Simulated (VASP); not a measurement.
NaFeO3:

```
Na Fe O
1.0
     3.83048    0.00000    0.00000
     0.00000    3.83048    0.00000
     0.00000    0.00000    3.83048
Na Fe O
1 1 3
Direct
  0.00000 0.00000 0.00000
  0.50000 0.50000 0.50000
  0.50000 0.50000 0.00000
  0.50000 0.00000 0.50000
  0.00000 0.50000 0.50000
```

```yaml
Program: VASP 6.6.1
Task: relaxation of cell and atoms
Functional: LDA
Potentials_or_basis: VASP PAW LDA potentials, release 64 (Na_sv, Fe_sv, O)
Cutoff: 1130 eV
k_mesh: 5 × 5 × 5
Occupations: gaussian, width 0.02 eV
Spin: collinear spin, ferromagnetic start
Starting_moments: "[0.0, 3.5, 0.0, 0.0, 0.0] μB"
```

At the start: pressure -20.2 GPa; volume 11.24 Å³/atom.

Q: Where does the relaxation end?

A: Over 7 steps the energy falls by 49.5 meV/atom and the volume is 9.25 Å³/atom (-17.7 %); space group Pm-3m (No. 221, to 0.1 Å) before and after; moment 0.62 μB per cell.

The path:
| step | energy change (eV) | largest force (eV/Å) | pressure (GPa) | volume (Å³) |
| --- | --- | --- | --- | --- |
| 1 | 0.0000 | 0.0000 | -20.24 | 56.20 |
| 2 | -0.2375 | 0.0000 | 3.96 | 45.43 |
| 3 | -0.0530 | 0.0000 | -14.28 | 50.30 |
| 4 | -0.2474 | 0.0000 | -0.50 | 46.38 |
| 5 | -0.2476 | 0.0000 | 0.31 | 46.19 |
| 6 | -0.2476 | 0.0000 | -0.23 | 46.31 |
| 7 | -0.2476 | 0.0000 | -0.01 | 46.26 |

Final structure:
```yaml
crystal:
  lattice:
    - [3.58986, 0.00000, 0.00000]
    - [0.00000, 3.58986, 0.00000]
    - [0.00000, 0.00000, 3.58986]
  atoms:
    - { symbol: Na, position: [0.00000, 0.00000, 0.00000] }
    - { symbol: Fe, position: [0.50000, 0.50000, 0.50000] }
    - { symbol: O, position: [0.50000, 0.50000, 0.00000] }
    - { symbol: O, position: [0.50000, 0.00000, 0.50000] }
    - { symbol: O, position: [0.00000, 0.50000, 0.50000] }
```

Caveat: the volume moved by over 15 % at a fixed basis, so the end points are rough; a cell with one magnetic atom can't hold antiferromagnetic order, which such compounds often take.
